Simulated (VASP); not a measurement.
# H3C18N in VASP: single point with PBE+D3(BJ)

Aim: the single point of H3C18N with PBE+D3(BJ).

Program: VASP 6.6.1. These are calculated values, not measurements. Logs are shortened: lines on timing, memory, paths and dates and some standing lists are left out, and cuts for length are marked.

### 1 The cell of the first run

The cell holds a slab with vacuum, 22 atoms: a = 7.398 Å, b = 7.398 Å, c = 13.000 Å, α = 90.00°, β = 90.00°, γ = 120.00°.

### 2 Single point, PBE+D3(BJ)

File INCAR:

```
SYSTEM = H3C18N
PREC     = Accurate       ! precision mode
ENCUT    = 520            ! plane-wave cutoff, eV
EDIFF    = 1E-6           ! SCF threshold, eV
ISMEAR   = 0              ! smearing method
SIGMA    = 0.05           ! smearing width, eV
LREAL    = Auto         
LASPH    = .TRUE.         ! aspherical terms in the spheres
NELM     = 80             ! most SCF steps
ALGO     = Normal         ! electronic algorithm
ISIF     = 2              ! what is computed and relaxed
LWAVE    = .FALSE.        ! write WAVECAR
LCHARG   = .FALSE.        ! write CHGCAR
GGA      = PE             ! functional
IVDW     = 12             ! dispersion correction
NBANDS   = 57             ! bands
```

File KPOINTS:

```
Automatic mesh
0
G
  2 2 1
  0 0 0
```

File POSCAR:

```
H3C18N
1.0
    7.3980000000      0.0000000000      0.0000000000
   -3.6990000000      6.4068560000      0.0000000000
    0.0000000000      0.0000000000     13.0000000000
C N H
18 1 3
Direct
    0.0046940486      0.0021655075      0.0541688404
    0.2285293433      0.1140492226      0.0538528511
    0.0050196248      0.3375738977      0.0541981420
    0.2281734714      0.4491661193      0.0538469543
    0.0068688202      0.6706393349      0.0544138327
    0.2264261801      0.7804405573      0.0544289805
    0.3383288340      0.0043369619      0.0542325430
    0.5615377561      0.1158718699      0.0544135630
    0.3400896769      0.3371648477      0.0535081379
    0.5596844083      0.4470356732      0.0539545626
    0.3379804778      0.6687823671      0.0542781146
    0.5619817281      0.7808069678      0.0543731723
    0.6735514717      0.0039634963      0.0544694783
    0.8931291092      0.1137065564      0.0542903125
    0.6713622990      0.3354538512      0.0543476576
    0.8952818444      0.4474160815      0.0544096013
    0.6717633458      0.6710392944      0.0542705702
    0.8949100022      0.7826277043      0.0543541418
    0.3082485130      0.3497689915      0.3087755773
    0.2845013516      0.4662806779      0.2821736961
    0.3543543250      0.3858948240      0.3836539986
    0.4350648185      0.3654447455      0.2695853417
```

Potentials or basis: VASP PAW PBE potentials, release 64 (C, N, H).

Run with:

```bash
$ cat potpaw_PBE.64/C/POTCAR potpaw_PBE.64/N/POTCAR potpaw_PBE.64/H/POTCAR > POTCAR
$ mpirun -np 1 vasp_std > vasp.out
```

OUTCAR:

```text
SYSTEM = H3C18N
   PREC = Accurate
   ENCUT = 520
   EDIFF = 1E-6
   ISMEAR = 0
   LREAL = Auto
   LASPH = .TRUE.
   NELM = 80
   ISIF = 2
   GGA = PE
   IVDW = 12
 IVDW          = 12

 ion  position               nearest neighbor table
   1  0.005  0.002  0.054-  18 1.41  14 1.43   2 1.43
   2  0.229  0.114  0.054-   7 1.41   9 1.43   1 1.43
   3  0.005  0.338  0.054-  16 1.41   4 1.43  14 1.43
   4  0.228  0.449  0.054-  11 1.41   3 1.43   9 1.43
   5  0.007  0.671  0.054-   6 1.41  16 1.43  18 1.43
   6  0.226  0.780  0.054-   5 1.41  11 1.43   7 1.43
[... 11 lines left out ...]
  18  0.895  0.783  0.054-   1 1.41  17 1.43   5 1.43
  19  0.308  0.350  0.309-  21 1.02  22 1.02  20 1.02
  20  0.285  0.466  0.282-  19 1.02
  21  0.354  0.386  0.384-  19 1.02
  22  0.435  0.365  0.270-  19 1.02

  LATTYP: Found a hexagonal cell.
 ALAT       =     7.3980000000
 C/A-ratio  =     1.7572316842

  Lattice vectors:

 A1 = (   7.3980000000,   0.0000000000,   0.0000000000)
 A2 = (  -3.6990000000,   6.4068560000,   0.0000000000)
 A3 = (   0.0000000000,   0.0000000000,  13.0000000000)

Analysis of symmetry for initial positions (statically):
=====================================================================
 Subroutine PRICEL returns:
 Original cell was already a primitive cell.

 Routine SETGRP: Setting up the symmetry group for a
 hexagonal supercell.

 Subroutine GETGRP returns: Found  1 space group operations
 (whereof  1 operations were pure point group operations)
 out of a pool of 24 trial point group operations.

The static configuration has the point symmetry C_1 .

Analysis of symmetry for dynamics (positions and initial velocities):
=====================================================================
 Subroutine PRICEL returns:
 Original cell was already a primitive cell.

 Routine SETGRP: Setting up the symmetry group for a
 hexagonal supercell.

 Subroutine GETGRP returns: Found  1 space group operations
 (whereof  1 operations were pure point group operations)
 out of a pool of 24 trial point group operations.

The dynamic configuration has the point symmetry C_1 .

 Subroutine INISYM returns: Found  1 space group operations
 (whereof  1 operations are pure point group operations),
 and found     1 'primitive' translations

----------------------------------------------------------------------------------------

[... 116 lines left out ...]
   NFREE  =      0    steps in history (QN), initial steepest desc. (CG)
   ISIF   =      2    stress and relaxation
   ISYM   =      2    0-nonsym 1-usesym 2-fastsym
   POTIM  = 0.5000    time-step for ionic-motion
   TEBEG  =    0.0;   TEEND  =   0.0 temperature during run
   PSTRESS=    0.0 pullay stress
   NELECT =      80.0000    total number of electrons
   NUPDOWN=      -1.0000    fix difference up-down
   EMIN   =  10.00;   EMAX   =-10.00  energy-range for DOS
   EFERMI =   0.00;   METHOD = LEGACY
   ISMEAR =     0;   SIGMA  =   0.05  broadening in eV -4-tet -1-fermi 0-gaus
   EFERMI_NEDOS =   21; number of points for ismear=-14 and -15
   IALGO  =     38    algorithm
   IMIX   =      4    mixing-type and parameters
     AMIX     =   0.40;   BMIX     =  1.00
     AMIX_MAG =   1.60;   BMIX_MAG =  1.00
  volume/ion in A,a.u.               =      28.01       189.01
  Fermi-wavevector in a.u.,A,eV,Ry     =   0.828967  1.566521  9.349739  0.687186
  Thomas-Fermi vector in A             =   1.941434
   LORBIT       =      0    0 simple, 1 ext, 2 COOP (PROOUT), +10 PAW based schemes
   GGA     = PE    functional components
   LHFCALC =     F    Hartree Fock is set to
   AEXX    =    0.0000 exact exchange contribution
   IVDW    =    12    specifies the selected vdW correction
   LEPSILON=     F    determine dielectric tensor
   LRPA    =     F    only Hartree local field effects (RPA)
 non-spin polarized calculation
 Gauss-broadening in eV      SIGMA  =   0.05
  energy-cutoff  :      520.00
  volume of cell :      616.17
 maximum number of plane-waves:     16651
 NGX is ok and might be reduce to    56
   NGX = 27   NGY = 27   NGZ = 49

 number of electron      80.0000001 magnetization

 Free energy of the ion-electron system (eV)
  ---------------------------------------------------
  ext. energy  EPLUGINS =         0.00000000
  ---------------------------------------------------
  free energy    TOTEN  =      -185.17093736 eV

  energy without entropy =     -185.17072492  energy(sigma->0) =     -185.17083114

 E-fermi :  -1.7567     XC(G=0):  -3.8747

 val. band max:       -1.8638998278   @ k =   0.0000   0.0000   0.0000
 cond. band min:      -1.6487839924   @ k =   0.0000   0.0000   0.0000
 fundamental gap:      0.2151158354
 Fermi energy:        -1.7566653276

 k-point     1 :       0.0000    0.0000    0.0000
  band No.  band energies     occupation
      1     -21.2798      2.00000
      2     -18.7580      2.00000
      3     -18.7483      2.00000
      4     -18.7395      2.00000
      5     -18.7171      2.00000
      6     -18.6318      2.00000
[... 209 lines left out ...]
     51       3.7106      0.00000
     52       3.8205      0.00000
 [bands above 52 left out]

------------------------ aborting loop because EDIFF is reached ----------------------------------------

 Edisp (eV)   -1.75263

 E8    (eV) :    -0.5329

  FORCE on cell =-STRESS in cart. coord.  units (eV):
  Direction    XX          YY          ZZ          XY          YZ          ZX
  --------------------------------------------------------------------------------------
  -------------------------------------------------------------------------------------
  Total       1.07683     1.07184    -0.17612     0.00621     0.00826    -0.02286
  in kB       2.79997     2.78700    -0.45794     0.01614     0.02148    -0.05945
  external pressure =        1.71 kB  Pullay stress =        0.00 kB

 VOLUME and BASIS-vectors are now :
 -----------------------------------------------------------------------------
  energy-cutoff  :      520.00
  volume of cell :      616.17
      direct lattice vectors                 reciprocal lattice vectors
     7.398000000  0.000000000  0.000000000     0.135171668  0.078041398  0.000000000
    -3.699000000  6.406856000  0.000000000     0.000000000  0.156082796  0.000000000
     0.000000000  0.000000000 13.000000000     0.000000000  0.000000000  0.076923077

 POSITION                                       TOTAL-FORCE (eV/Angst)
 -----------------------------------------------------------------------------------
      0.02672      0.01387      0.70419        -0.007730      0.004941      0.001481
      1.26879      0.73070      0.70009        -0.003142      0.003542     -0.000713
     -1.21155      2.16279      0.70458         0.006191     -0.004770     -0.002595
      0.02656      2.87774      0.70001        -0.000754     -0.010627     -0.001242
     -2.42988      4.29669      0.70738        -0.008329     -0.009964     -0.000182
     -1.21175      5.00017      0.70758         0.004511      0.001049      0.002724
[... 14 lines left out ...]
      1.19409      2.47237      4.98750        -0.012704     -0.019306      0.002540
      1.86683      2.34135      3.50461        -0.001576     -0.020710     -0.007570
 -----------------------------------------------------------------------------------
    total drift:                                0.026288      0.012139      0.032059

  FREE ENERGIE OF THE ION-ELECTRON SYSTEM (eV)
  ---------------------------------------------------
  free  energy   TOTEN  =      -186.9235693885 eV

  energy  without entropy=     -186.9233569491  energy(sigma->0) =     -186.92346317
```

OSZICAR:

```text
N       E                     dE             d eps       ncg     rms          rms(c)
DAV:   1     0.641126532869E+03    0.64113E+03   -0.31706E+04   464   0.111E+03
DAV:   2    -0.954647932468E+02   -0.73659E+03   -0.70361E+03   677   0.268E+02
DAV:   3    -0.196435752050E+03   -0.10097E+03   -0.10031E+03   552   0.103E+02
[... 14 lines left out ...]
DAV:  18    -0.185170904169E+03   -0.88234E-04   -0.83770E-06   440   0.671E-03    0.129E-03
DAV:  19    -0.185170928274E+03   -0.24105E-04   -0.19265E-06   448   0.316E-03    0.836E-04
DAV:  20    -0.185170934034E+03   -0.57606E-05   -0.35062E-07   344   0.150E-03    0.517E-04
DAV:  21    -0.185170936445E+03   -0.24106E-05   -0.24553E-07   352   0.109E-03    0.198E-04
DAV:  22    -0.185170937364E+03   -0.91880E-06   -0.74054E-08   335   0.656E-04
   1 F= -.18692357E+03 E0= -.18692346E+03  d E =-.212439E-03
```

stdout:

```text
POSCAR found type information on POSCAR C N H
 POSCAR found :  3 types and      22 ions
 scaLAPACK will be used
 LDA part: xc-table for (Slater+PW92), standard interpolation
 POSCAR, INCAR and KPOINTS ok, starting setup
 FFT: planning ... GRIDC
 FFT: planning ... GRID_SOFT
 FFT: planning ... GRID
 WAVECAR not read
 entering main loop
```

Run time: 7.8 min. Hardware: 1 thread of Intel Xeon 8259CL, shared host; peak memory 0.65 GiB.

Results:

- Free energy: -186.9236 eV
- Largest force: 0.062 eV/Å
- Band gap on the k mesh: 0.22 eV, direct
- Dispersion energy per atom: -0.080 eV

Forces on the atoms (eV/Å):
```
C   -0.008  0.005  0.001
C   -0.003  0.004 -0.001
C    0.006 -0.005 -0.003
C   -0.001 -0.011 -0.001
C   -0.008 -0.010  0.000
C    0.005  0.001  0.003
C    0.011 -0.002  0.002
C    0.002 -0.004  0.000
C   -0.010 -0.004  0.007
C    0.016  0.012 -0.001
C    0.015  0.014  0.001
C   -0.009  0.001  0.001
C    0.005 -0.007 -0.001
C   -0.003  0.003 -0.001
C   -0.007  0.007 -0.003
C    0.000  0.007  0.003
C   -0.008 -0.004 -0.001
C    0.003 -0.005  0.000
N    0.022  0.057  0.011
H   -0.013 -0.017 -0.011
H   -0.013 -0.019  0.003
H   -0.002 -0.021 -0.008
```

Levels at points of the mesh, in eV from the valence-band top:
```
           k point  band 38  band 39  band 40  band 41  band 42  band 43
(0.00, 0.00, 0.00)    -1.82    -0.01     0.00     0.22     0.22     3.02
(0.50, 0.00, 0.00)    -2.52    -2.26    -1.82     1.78     2.58     2.59
(0.00, 0.50, 0.00)    -2.52    -2.25    -1.82     1.79     2.58     2.59
(0.50, 0.50, 0.00)    -2.52    -2.25    -1.82     1.78     2.59     2.60
```

Caveat: the k points lie up to 0.49 Å⁻¹ apart.
